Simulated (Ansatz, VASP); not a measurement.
**Te2Mo in VASP and in Ansatz**

Contents of INCAR:

```
SYSTEM = Te2Mo
  ALGO = Normal
  EDIFF = 1E-7
  ENCUT = 520
  GGA = PE
  ISIF = 2
  ISMEAR = 0
  LASPH = .TRUE.
  LCHARG = .TRUE.
  LELF = .TRUE.
  LREAL = .FALSE.
  LVHAR = .TRUE.
  LWAVE = .FALSE.
  NBANDS = 35
  NELM = 80
  PREC = Accurate
  SIGMA = 0.1
```

File KPOINTS:

```
k-points
0
G
  3 3 3
  0 0 0
```

Contents of POSCAR:

```
Te2Mo
1.0
    3.3748007500      1.9484421200      4.6724267300
   -3.3748007500      1.9484421200      4.6724267300
    0.0000000000     -3.8968842400      4.6724267300
Te Mo
4 2
Direct
    0.0000000000      0.0000000000      0.5000000000
    0.5000000000      0.0000000000      0.0000000000
    0.0000000000      0.5000000000      0.0000000000
    0.5000000000      0.5000000000      0.5000000000
    0.9014204800      0.9014204800      0.9014204800
    0.0985795200      0.0985795200      0.0985795200
```

Input for Ansatz:

```yaml
crystal:
  lattice:
    - [3.37480075, 1.94844212, 4.67242673]
    - [-3.37480075, 1.94844212, 4.67242673]
    - [0.0, -3.89688424, 4.67242673]
  atoms:
    - { symbol: Te, position: [0.0, 0.0, 0.5] }
    - { symbol: Te, position: [0.5, 0.0, 0.0] }
    - { symbol: Te, position: [0.0, 0.5, 0.0] }
    - { symbol: Te, position: [0.5, 0.5, 0.5] }
    - { symbol: Mo, position: [0.90142048, 0.90142048, 0.90142048] }
    - { symbol: Mo, position: [0.09857952, 0.09857952, 0.09857952] }
basis:
  ecutwfc: 420
kpoints:
  mp_grid: { grid: [3, 3, 3] }
hamiltonian:
  xc: pbe
scf:
  occupations: { method: gaussian, width: 0.1 }
  lower_state_search: "off"
output:
  forces: true
  stress: true
  eigenvalues: true
```

Alike in both runs: task single point; functional PBE; k mesh 3 × 3 × 3; occupations gaussian, width 0.1 eV; no spin polarisation.

```csv
,VASP,Ansatz
version,VASP 6.6.1,Ansatz 0.2.0
potentials or method,"VASP PAW PBE potentials, release 64 (Te, Mo_sv), cutoff 520 eV","scalar-relativistic, plane waves, PAW"
valence electrons in the cell,52,92
```

Ansatz gave:

```
gap on the k mesh at the Fermi level (eV) : none
rms of the force components (eV/Å)        : 4.444
```

What did VASP give for the same quantities?

gap on the k mesh at the Fermi level (eV): none; rms of the force components (eV/Å): 4.408.

Atom by atom the forces differ by 0.035 eV/Å (rms over components). A gap of «none» marks a metal or a gap that the smearing closes. VASP's potentials hold 52 valence electrons a cell and Ansatz's 92, so a difference there can come from the potentials and not from the codes.

The k mesh is coarse, so the values compare programs but aren't converged. Neither program's run includes spin-orbit coupling.
